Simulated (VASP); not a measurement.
The system is Zn.

```xyz
1
Lattice="-1.5690 1.5690 1.5690 1.5690 -1.5690 1.5690 1.5690 1.5690 -1.5690" Properties=species:S:1:pos:R:3 pbc="T T T"
Zn    0.0000    0.0000    0.0000
```

```yaml
Program: VASP 6.6.1
Task: relaxation of cell and atoms
Functional: PBEsol
Dispersion: D3(BJ)
Potentials_or_basis: VASP PAW PBE potentials, release 64 (Zn)
Cutoff: 600 eV
k_mesh: 12 × 12 × 12
Occupations: fermi-dirac, width 0.05 eV
Spin: no spin polarisation
```

At the start: pressure -8.7 GPa; volume 15.45 Å³/atom.

Question: Where does the relaxation end?

Answer: Over 4 steps the energy falls by 57.8 meV/atom and the volume is 13.63 Å³/atom (-11.8 %); space group Im-3m (No. 229, to 0.05 Å).

The path:
```csv
step,energy change (eV),largest force (eV/Å),pressure (GPa),volume (Å³)
1,0.0000,0.0000,-8.71,15.45
2,-0.0578,0.0000,-0.34,13.65
3,-0.0577,0.0000,0.20,13.60
4,-0.0578,0.0000,-0.05,13.63
```

Final structure:
```yaml
crystal:
  lattice:
    - [-1.50496, 1.50496, 1.50496]
    - [1.50496, -1.50496, 1.50496]
    - [1.50496, 1.50496, -1.50496]
  atoms:
    - { symbol: Zn, position: [0.00000, 0.00000, 0.00000] }
```

Caveat: the PAW data sets were made with another functional, which shifts forces and pressure a little; pairwise dispersion overbinds metals, which lowers pressure and volume.
